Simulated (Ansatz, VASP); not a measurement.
**Pt: VASP beside Ansatz**

INCAR

```
  PREC = Accurate
  ENCUT = 600
  EDIFF = 1E-7
  ISMEAR = -1
  SIGMA = 0.05
  LREAL = F
  LASPH = T
  NELM = 60
  ALGO = Fast
  ISIF = 3
  LWAVE = F
  LCHARG = F
  GGA = PE
  IVDW = 12
  IBRION = 2
  NSW = 60
  EDIFFG = -0.01
```

The input KPOINTS:

```
Automatic mesh
0
Gamma
  12 12 12
```

The input POSCAR:

```
Pt
1.0
   -1.5842200000      1.5842200000      1.5842200000
    1.5842200000     -1.5842200000      1.5842200000
    1.5842200000      1.5842200000     -1.5842200000
Pt
1
Direct
    0.0000000000      0.0000000000      0.0000000000
```

input.yaml

```yaml
crystal:
  lattice:
    - [-1.58422, 1.58422, 1.58422]
    - [1.58422, -1.58422, 1.58422]
    - [1.58422, 1.58422, -1.58422]
  atoms:
    - { symbol: Pt, position: [0.0, 0.0, 0.0] }
hamiltonian:
  xc: pbe
  pseudopotentials: { kind: paw }
  dispersion: d3bj
kpoints:
  mp_grid: { grid: [12, 12, 12] }
scf:
  occupations: { method: fermi_dirac, width: 0.05 }
output:
  forces: true
  stress: true
  eigenvalues: true
relax:
  f_tol: 0.01
  max_steps: 40
  cell: { stress_tol: 0.05 }
```

Alike in both runs: task relaxation of cell and atoms; functional PBE; dispersion D3(BJ); k mesh 12 × 12 × 12; occupations fermi-dirac, width 0.05 eV; no spin polarisation.

|  | VASP | Ansatz |
| --- | --- | --- |
| version | VASP 6.6.1 | Ansatz 0.2.0 |
| potentials or method | VASP PAW PBE potentials, release 64 (Pt) | Ansatz PAW |
| plane-wave cutoff (eV) | 600 | 420 |
| valence electrons in the cell | 10 | 18 |

|  | VASP | Ansatz | Ansatz less VASP |
| --- | --- | --- | --- |
| gap on the k mesh at the Fermi level, each at its own relaxed structure (eV) | none | none | - |
| relaxed volume (Å³/atom) | 15.29 | 15.31 | +0.022 |
| relaxed cell length with the largest relative difference (Å) | 2.708 | 2.710 | +0.0013 |

A gap of «none» marks a metal or a gap that the smearing closes. VASP's potentials hold 10 valence electrons a cell and Ansatz's 18, so a difference there can come from the potentials and not from the codes.

Spin-orbit coupling is off throughout. Noted on Ansatz's run: the plane-wave basis is chosen anew once the cell has moved, so the energies of steps on either side of that aren't comparable.
